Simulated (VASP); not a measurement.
# Cl (Pm-3m) in VASP: notebook

Runs on Cl. Level: PBE. Tasks: relaxation of cell and atoms.

All numbers are computed with VASP 6.6.1; they aren't measurements. Logs are shortened: lines on timing, memory, paths and dates and some standing lists are left out, and cuts for length are marked.

## Step 1: The cell of the first run

It takes space group Pm-3m (No. 221, cubic). The conventional cell has a = 2.910 Å, b = 2.910 Å, c = 2.910 Å, α = 90.00°, β = 90.00°, γ = 90.00°. Cl (site symmetry m-3m) has 6 Cl at 2.91 Å within 3.8 Å.

## Step 2: Relaxation of cell and atoms, PBE, target pressure 20 GPa, at which the enthalpy is minimised

File INCAR:

```
  PREC = Accurate
  ENCUT = 600
  EDIFF = 1E-7
  ISMEAR = -1
  SIGMA = 0.02
  LREAL = F
  LASPH = T
  NELM = 100
  ALGO = Normal
  ISIF = 3
  LWAVE = F
  LCHARG = F
  GGA = PE
  IBRION = 2
  NSW = 80
  EDIFFG = -0.01
  PSTRESS = 200.0
```

File KPOINTS:

```
regular mesh
0
Gamma
  16 16 16
```

File POSCAR:

```
Cl
1.0
    2.9100000000      0.0000000000      0.0000000000
    0.0000000000      2.9100000000      0.0000000000
    0.0000000000      0.0000000000      2.9100000000
Cl
1
Direct
    0.0000000000      0.0000000000      0.0000000000
```

Potentials or basis: VASP PAW PBE potentials, release 64 (Cl).

On the command line:

```bash
cat potpaw_PBE.64/Cl/POTCAR > POTCAR
mpirun -np 1 vasp_std > vasp.out
```

OUTCAR:

```text
PREC = Accurate
   ENCUT = 600
   EDIFF = 1E-7
   ISMEAR = -1
   LREAL = F
   LASPH = T
   NELM = 100
   ISIF = 3
   GGA = PE
   IBRION = 2
   NSW = 80
   EDIFFG = -0.01
   PSTRESS = 200.0

 ion  position               nearest neighbor table
   1  0.000  0.000  0.000-

  LATTYP: Found a simple cubic cell.
 ALAT       =     2.9100000000

  Lattice vectors:

 A1 = (   2.9100000000,   0.0000000000,   0.0000000000)
 A2 = (   0.0000000000,   2.9100000000,   0.0000000000)
 A3 = (   0.0000000000,   0.0000000000,   2.9100000000)

Analysis of symmetry for initial positions (statically):
=====================================================================
 Subroutine PRICEL returns:
 Original cell was already a primitive cell.

 Routine SETGRP: Setting up the symmetry group for a
 simple cubic supercell.

 Subroutine GETGRP returns: Found 48 space group operations
 (whereof 48 operations were pure point group operations)
 out of a pool of 48 trial point group operations.

The static configuration has the point symmetry O_h .

Analysis of symmetry for dynamics (positions and initial velocities):
=====================================================================
 Subroutine PRICEL returns:
 Original cell was already a primitive cell.

 Routine SETGRP: Setting up the symmetry group for a
 simple cubic supercell.

 Subroutine GETGRP returns: Found 48 space group operations
 (whereof 48 operations were pure point group operations)
 out of a pool of 48 trial point group operations.

The dynamic configuration has the point symmetry O_h .

 Subroutine INISYM returns: Found 48 space group operations
 (whereof 48 operations are pure point group operations),
 and found     1 'primitive' translations

----------------------------------------------------------------------------------------

                                     Primitive cell

  volume of cell :      24.6422

  direct lattice vectors                    reciprocal lattice vectors
     2.910000000  0.000000000  0.000000000     0.343642612  0.000000000  0.000000000
     0.000000000  2.910000000  0.000000000     0.000000000  0.343642612  0.000000000
     0.000000000  0.000000000  2.910000000     0.000000000  0.000000000  0.343642612

  length of vectors
     2.910000000  2.910000000  2.910000000     0.343642612  0.343642612  0.343642612

  position of ions in fractional coordinates (direct lattice)
     0.000000000  0.000000000  0.000000000

  ion indices of the primitive-cell ions
   primitive index   ion index
                 1           1

----------------------------------------------------------------------------------------

 KPOINTS: regular mesh

Automatic generation of k-mesh.
 Grid dimensions read from file:
 generate k-points for:   16   16   16

 Generating k-lattice:

  Cartesian coordinates                     Fractional coordinates (reciprocal lattice)
     0.021477663  0.000000000  0.000000000     0.062500000  0.000000000  0.000000000
     0.000000000  0.021477663  0.000000000     0.000000000  0.062500000  0.000000000
     0.000000000  0.000000000  0.021477663     0.000000000  0.000000000  0.062500000

  Length of vectors
     0.021477663  0.021477663  0.021477663

  Shift w.r.t. Gamma in fractional coordinates (k-lattice)
     0.000000000  0.000000000  0.000000000

 Subroutine IBZKPT returns following result:
 ===========================================

 Found    165 irreducible k-points:

 Following reciprocal coordinates:
            Coordinates               Weight
  0.000000  0.000000  0.000000      1.000000
  0.062500  0.000000  0.000000      6.000000
  0.125000  0.000000  0.000000      6.000000
  0.187500  0.000000  0.000000      6.000000
  0.250000  0.000000  0.000000      6.000000
  0.312500  0.000000  0.000000      6.000000
[... 16 lines left out ...]
  0.437500  0.125000  0.000000     24.000000
  0.500000  0.125000  0.000000     12.000000
 [... further k-points ...]
   k-points           NKPTS =    165   k-points in BZ     NKDIM =    165   number of bands    NBANDS=      7
   number of dos      NEDOS =    301   number of ions     NIONS =      1
   total plane-waves  NPLWV =  13824
   dimension x,y,z NGX =    24 NGY =   24 NGZ =   24
   dimension x,y,z NGXF=    48 NGYF=   48 NGZF=   48
   ions per type =               1
   NGX,Y,Z   is equivalent  to a cutoff of  13.71, 13.71, 13.71 a.u.
   NGXF,Y,Z  is equivalent  to a cutoff of  27.42, 27.42, 27.42 a.u.
 SYSTEM =  unknown system
   PREC   = accura    normal or accurate (medium, high low for compatibility)
   ISTART =      0    job   : 0-new  1-cont  2-samecut
   ICHARG =      2    charge: 1-file 2-atom 10-const
   ISPIN  =      1    spin polarized calculation?
   LNONCOLLINEAR =      F non collinear calculations
   LSORBIT =      F    spin-orbit coupling
   LASPH  =      T    aspherical Exc in radial PAW
   ENCUT  =  600.0 eV  44.10 Ry    6.64 a.u.   5.81  5.81  5.81*2*pi/ulx,y,z
   NELM   =    100;   NELMIN=  2; NELMDL= -5     # of ELM steps
   EDIFF  = 0.1E-06   stopping-criterion for ELM
   LREAL  =      F    real-space projection
   EDIFFG = -.1E-01   stopping-criterion for IOM
   NSW    =     80    number of steps for IOM
   IBRION =      2    ionic relax: 0-MD 1-quasi-New 2-CG
   NFREE  =      1    steps in history (QN), initial steepest desc. (CG)
   ISIF   =      3    stress and relaxation
   ISYM   =      2    0-nonsym 1-usesym 2-fastsym
   POTIM  = 0.5000    time-step for ionic-motion
   TEBEG  =    0.0;   TEEND  =   0.0 temperature during run
   PSTRESS=  200.0 pullay stress
   NELECT =       7.0000    total number of electrons
   NUPDOWN=      -1.0000    fix difference up-down
   EMIN   =  10.00;   EMAX   =-10.00  energy-range for DOS
   EFERMI =   0.00;   METHOD = LEGACY
   ISMEAR =    -1;   SIGMA  =   0.02  broadening in eV -4-tet -1-fermi 0-gaus
   EFERMI_NEDOS =   21; number of points for ismear=-14 and -15
   IALGO  =     38    algorithm
   IMIX   =      4    mixing-type and parameters
     AMIX     =   0.40;   BMIX     =  1.00
     AMIX_MAG =   1.60;   BMIX_MAG =  1.00
  volume/ion in A,a.u.               =      24.64       166.29
  Fermi-wavevector in a.u.,A,eV,Ry     =   1.076171  2.033668 15.757499  1.158144
  Thomas-Fermi vector in A             =   2.212048
   LORBIT       =      0    0 simple, 1 ext, 2 COOP (PROOUT), +10 PAW based schemes
   GGA     = PE    functional components
   LHFCALC =     F    Hartree Fock is set to
   AEXX    =    0.0000 exact exchange contribution
   IVDW    =     0    specifies the selected vdW correction
   LEPSILON=     F    determine dielectric tensor
   LRPA    =     F    only Hartree local field effects (RPA)
 conjugate gradient relaxation of ions
 non-spin polarized calculation
  energy-cutoff  :      600.00
  volume of cell :       24.64
 maximum number of plane-waves:       844
 NGX is ok and might be reduce to    24
   NGX = 11   NGY = 11   NGZ = 11

--------------------------------------- Ionic step        1  -------------------------------------------

 number of electron       7.0000001 magnetization

 Free energy of the ion-electron system (eV)
  ---------------------------------------------------
  ext. energy  EPLUGINS =         0.00000000
  ---------------------------------------------------
  free energy    TOTEN  =        -1.16689017 eV

  energy without entropy =       -1.16507652  energy(sigma->0) =       -1.16598335

 E-fermi :   0.8090     XC(G=0):  -8.6575

 val. band max:        0.7926480285   @ k =   0.2500   0.1250   0.0625
 cond. band min:       0.8298968050   @ k =   0.1250   0.1250   0.0000
 fundamental gap:      0.0372487765
 Fermi energy:         0.8090265683

 k-point     1 :       0.0000    0.0000    0.0000
  band No.  band energies     occupation
      1     -14.5975      2.00000
      2       0.6839      1.99617
      3       0.6839      1.99617
      4       0.6839      1.99617
      5       8.8738      0.00000
      6      11.2490      0.00000
      7      11.2490      0.00000

 k-point     2 :       0.0625    0.0000    0.0000
  band No.  band energies     occupation
      1     -14.5660      2.00000
      2       0.4386      2.00000
      3       0.7029      1.99015
      4       0.7029      1.99015
      5       9.0267      0.00000
      6      11.2926      0.00000
      7      11.4823      0.00000
[... 322 lines left out ...]
  FREE ENERGIE OF THE ION-ELECTRON SYSTEM (eV)
  ---------------------------------------------------
  free  energy   TOTEN  =        -0.9175874227 eV

  energy  without entropy=       -0.9166792099  energy(sigma->0) =       -0.91713332

  enthalpy is  TOTEN    =         1.2947959564 eV   P V=        2.2123833790

--------------------------------------- Ionic step        4  -------------------------------------------

 number of electron       6.9999999 magnetization

 Free energy of the ion-electron system (eV)
  ---------------------------------------------------
  ext. energy  EPLUGINS =         0.00000000
  ---------------------------------------------------
  free energy    TOTEN  =        -0.90248685 eV

  energy without entropy =       -0.90157841  energy(sigma->0) =       -0.90203263

 E-fermi :   5.2117     XC(G=0): -10.2826

 val. band max:        5.1839863522   @ k =   0.3750   0.3125   0.1250
 cond. band min:       5.2251871533   @ k =   0.1250   0.1250   0.0000
 fundamental gap:      0.0412008011
 Fermi energy:         5.2116765166

 k-point     1 :       0.0000    0.0000    0.0000
  band No.  band energies     occupation
      1     -13.0042      2.00000
      2       4.9637      1.99999
      3       4.9637      1.99999
      4       4.9637      1.99999
      5      14.2566      0.00000
      6      14.2566      0.00000
      7      14.4248      0.00000

 k-point     2 :       0.0625    0.0000    0.0000
  band No.  band energies     occupation
      1     -12.9486      2.00000
      2       4.5129      2.00000
      3       4.9974      1.99996
      4       4.9974      1.99996
      5      14.3126      0.00000
      6      14.4363      0.00000
      7      14.8718      0.00000
[... 242 lines left out ...]
 POSITION                                       TOTAL-FORCE (eV/Angst)
 -----------------------------------------------------------------------------------
      0.00000      0.00000      0.00000        -0.000000      0.000000      0.000000
 -----------------------------------------------------------------------------------
    total drift:                               -0.000000      0.000000      0.000000

  FREE ENERGIE OF THE ION-ELECTRON SYSTEM (eV)
  ---------------------------------------------------
  free  energy   TOTEN  =        -0.9024868524 eV

  energy  without entropy=       -0.9015784073  energy(sigma->0) =       -0.90203263

  enthalpy is  TOTEN    =         1.2945175709 eV   P V=        2.1970044233

 reached required accuracy - stopping structural energy minimisation
```

Wall time 55 s (1 thread of Intel Xeon Platinum 8375C at 2.90GHz (Ice Lake), shared host); peak memory 0.15 GiB.

Results:

- Free energy: -0.9025 eV
- Relaxed volume: 17.60 Å³/atom
- Relaxed cell: a = 2.601 Å, b = 2.601 Å, c = 2.601 Å, α = 90.00°, β = 90.00°, γ = 90.00°
- Space group after relaxing (to 0.05 Å): Pm-3m (No. 221)
- Energy change on relaxing (the enthalpy is what falls): +264.4 meV/atom
- Ionic steps: 4
- Pressure after relaxing: 20.1 GPa

The path:
```tsv
step	energy change (eV)	largest force (eV/Å)	pressure (GPa)	volume (Å³)
1	0.0000	0.0000	-1.61	24.64
2	0.9023	0.0000	52.27	14.59
3	0.2493	0.0000	19.23	17.72
4	0.2644	0.0000	20.06	17.60
```

Final structure:
```
Cl
1.0
     2.60118    0.00000    0.00000
     0.00000    2.60118    0.00000
     0.00000    0.00000    2.60118
Cl
1
Direct
  0.00000 0.00000 0.00000
```

Levels at points of the mesh, in eV from the Fermi level:
| k point | band 2 | band 3 | band 4 | band 5 | band 6 | band 7 |
| --- | --- | --- | --- | --- | --- | --- |
| (0.00, 0.00, 0.00) | -0.25 | -0.25 | -0.25 | 9.04 | 9.04 | 9.21 |
| (0.50, 0.00, 0.00) | -7.67 | 0.77 | 0.77 | 10.95 | 12.89 | 14.41 |
| (0.50, 0.50, 0.00) | -5.92 | -5.92 | 1.66 | 4.56 | 14.14 | 16.92 |
| (0.50, 0.50, 0.50) | -4.45 | -4.45 | -4.45 | 7.53 | 7.53 | 7.53 |

Caveat: the cell is relaxed towards a set pressure, so the enthalpy falls and the energy may rise; the volume moved by over 15 % at a fixed basis, so the end points are rough; an odd number of electrons without spin polarisation forces a metal; a magnetic or distorted state may lie lower.

## Step 3: Relaxation of cell and atoms, PBE, target pressure 40 GPa, at which the enthalpy is minimised

File INCAR:

```
PREC = Accurate
ENCUT = 600
EDIFF = 1E-7
ISMEAR = -1
SIGMA = 0.02
LREAL = False
LASPH = True
NELM = 80
ALGO = Normal
ISIF = 3
LWAVE = False
LCHARG = False
GGA = PE
IBRION = 2
NSW = 80
EDIFFG = -0.01
PSTRESS = 400.0
```

KPOINTS is that of step 2.

POSCAR is that of step 2.

Potentials or basis: VASP PAW PBE potentials, release 64 (Cl).

On the command line:

```bash
cat potpaw_PBE.64/Cl/POTCAR > POTCAR
mpirun -np 1 vasp_std > vasp.out
```

Wall time 2.5 min (1 thread of Intel Xeon Platinum 8375C at 2.90GHz (Ice Lake), shared host); peak memory 0.16 GiB.

The run converged. Its results:

```
Free energy                                            : -0.5146 eV
Relaxed volume                                         : 15.46 Å³/atom
Relaxed cell                                           : a = 2.491 Å, b = 2.491 Å, c = 2.491 Å, α = 90.00°, β = 90.00°, γ = 90.00°
Space group after relaxing (to 0.05 Å)                 : Pm-3m (No. 221)
Energy change on relaxing (the enthalpy is what falls) : +652.3 meV/atom
Ionic steps                                            : 17
Pressure after relaxing                                : 40.0 GPa
```

Step by step:
```csv
step,energy change (eV),largest force (eV/Å),pressure (GPa),volume (Å³)
1,0.0000,0.0000,-1.61,24.64
2,6.7996,0.0000,296.27,8.14
3,0.3013,0.0000,22.05,17.32
4,0.5579,0.0000,35.29,15.86
5,0.6587,0.0000,40.32,15.43
6,0.6202,0.0000,38.40,15.59
7,0.6220,0.0000,38.50,15.58
8,0.6276,0.0000,38.77,15.56
9,0.6277,0.0000,38.77,15.56
10,0.6279,0.0000,38.79,15.56
11,0.6285,0.0000,38.82,15.56
12,0.6296,0.0000,38.87,15.55
13,0.6319,0.0000,38.99,15.54
14,0.6365,0.0000,39.21,15.52
15,0.6457,0.0000,39.67,15.49
16,0.6644,0.0000,40.60,15.41
17,0.6523,0.0000,40.00,15.46
```

Final structure:
```
Cl
1.0
     2.49119    0.00000    0.00000
     0.00000    2.49119    0.00000
     0.00000    0.00000    2.49119
Cl
1
Direct
  0.00000 0.00000 0.00000
```

Levels at points of the mesh, in eV from the Fermi level:
```csv
k point,band 1,band 2,band 3,band 4,band 5,band 6,band 7
"(0.00, 0.00, 0.00)",-19.71,-0.32,-0.32,-0.32,8.29,8.29,9.82
"(0.50, 0.00, 0.00)",-17.25,-9.20,0.96,0.96,10.41,13.58,14.92
"(0.50, 0.50, 0.00)",-14.84,-7.09,-7.09,2.09,3.35,14.45,17.05
"(0.50, 0.50, 0.50)",-12.42,-5.30,-5.30,-5.30,6.62,6.62,6.62
```

Caveat: the cell is relaxed towards a set pressure, so the enthalpy falls and the energy may rise; the volume moved by over 15 % at a fixed basis, so the end points are rough; an odd number of electrons without spin polarisation forces a metal; a magnetic or distorted state may lie lower.

## Step 4: Relaxation of cell and atoms, PBE, target pressure 60 GPa, at which the enthalpy is minimised

File INCAR:

```
PREC     = Accurate       # precision mode
ENCUT    = 600            # plane-wave cutoff, eV
EDIFF    = 1E-7           # SCF threshold, eV
ISMEAR   = -1             # smearing method
SIGMA    = 0.02           # smearing width, eV
LREAL    = False          # projectors in reciprocal space
LASPH    = True           # aspherical terms in the spheres
NELM     = 60             # most SCF steps
ALGO     = Normal         # electronic algorithm
ISIF     = 3              # what is computed and relaxed
LWAVE    = False          # write WAVECAR
LCHARG   = False          # write CHGCAR
GGA      = PE             # functional
IBRION   = 2              # ionic algorithm
NSW      = 80             # ionic steps
EDIFFG   = -0.01          # ionic threshold
PSTRESS  = 600.0
```

KPOINTS is that of step 3.

POSCAR is that of step 3.

On the command line:

```bash
cat potpaw_PBE.64/Cl/POTCAR > POTCAR
mpirun -np 1 vasp_std > vasp.out
```

Run time: 2.4 min. Hardware: 1 thread of Intel Xeon Platinum 8375C at 2.90GHz (Ice Lake), shared host; peak memory 0.16 GiB.

The run converged. Its results:

| Item | Value |
| --- | --- |
| Free energy | -0.1057 eV |
| Relaxed volume | 14.13 Å³/atom |
| Relaxed cell | a = 2.418 Å, b = 2.418 Å, c = 2.418 Å, α = 90.00°, β = 90.00°, γ = 90.00° |
| Space group after relaxing (to 0.05 Å) | Pm-3m (No. 221) |
| Energy change on relaxing (the enthalpy is what falls) | +1061.2 meV/atom |
| Ionic steps | 18 |
| Pressure after relaxing | 60.0 GPa |

Step by step:
```
step  energy change (eV)  largest force (eV/Å)  pressure (GPa)  volume (Å³)
   1              0.0000                0.0000           -1.61        24.64
   2             24.5941                0.0000         1751.88         3.94
   3              0.4322                0.0000           28.92        16.49
   4              0.7233                0.0000           43.51        15.19
   5              1.0929                0.0000           61.53        14.05
   6              1.0277                0.0000           58.36        14.22
   7              1.0291                0.0000           58.44        14.22
   8              1.0335                0.0000           58.65        14.21
   9              1.0336                0.0000           58.65        14.21
  10              1.0337                0.0000           58.65        14.21
  11              1.0340                0.0000           58.66        14.21
  12              1.0345                0.0000           58.70        14.20
  13              1.0356                0.0000           58.75        14.20
  14              1.0377                0.0000           58.86        14.20
  15              1.0420                0.0000           59.06        14.18
  16              1.0505                0.0000           59.48        14.16
  17              1.0678                0.0000           60.32        14.12
  18              1.0612                0.0000           60.00        14.13
```

Final structure:
```
Cl
1.0
     2.41774    0.00000    0.00000
     0.00000    2.41774    0.00000
     0.00000    0.00000    2.41774
Cl
1
Direct
  0.00000 0.00000 0.00000
```

Levels at points of the mesh, in eV from the Fermi level:
```
           k point  band 1  band 2  band 3  band 4  band 5  band 6  band 7
(0.00, 0.00, 0.00)  -20.91   -0.39   -0.39   -0.39    7.69    7.69   10.29
(0.50, 0.00, 0.00)  -18.04  -10.38    1.12    1.12    9.97   14.13   14.95
(0.50, 0.50, 0.00)  -15.20   -8.00   -8.00    2.41    2.45   14.70   17.12
(0.50, 0.50, 0.50)  -12.27   -5.96   -5.96   -5.96    5.90    5.90    5.90
```

Caveat: the cell is relaxed towards a set pressure, so the enthalpy falls and the energy may rise; the volume moved by over 15 % at a fixed basis, so the end points are rough; an odd number of electrons without spin polarisation forces a metal; a magnetic or distorted state may lie lower.

## Step 5: The runs side by side

```csv
cell,gap on the mesh (eV),pressure (GPa)
relaxed to 20 GPa,none,20.1
relaxed to 40 GPa,none,40.0
relaxed to 60 GPa,none,60.0
```

Alike in all rows: task relaxation of cell and atoms; level PBE; potentials or basis VASP PAW PBE potentials, release 64 (Cl); no spin polarisation; k mesh 16 × 16 × 16; cutoff (eV) 600; smearing fermi-dirac 0.02 eV.

Caveats: the cell is relaxed towards a set pressure, so the enthalpy falls and the energy may rise; the volume moved by over 15 % at a fixed basis, so the end points are rough; an odd number of electrons without spin polarisation forces a metal; a magnetic or distorted state may lie lower.

Absolute energies hang on the potentials; compare differences alone.
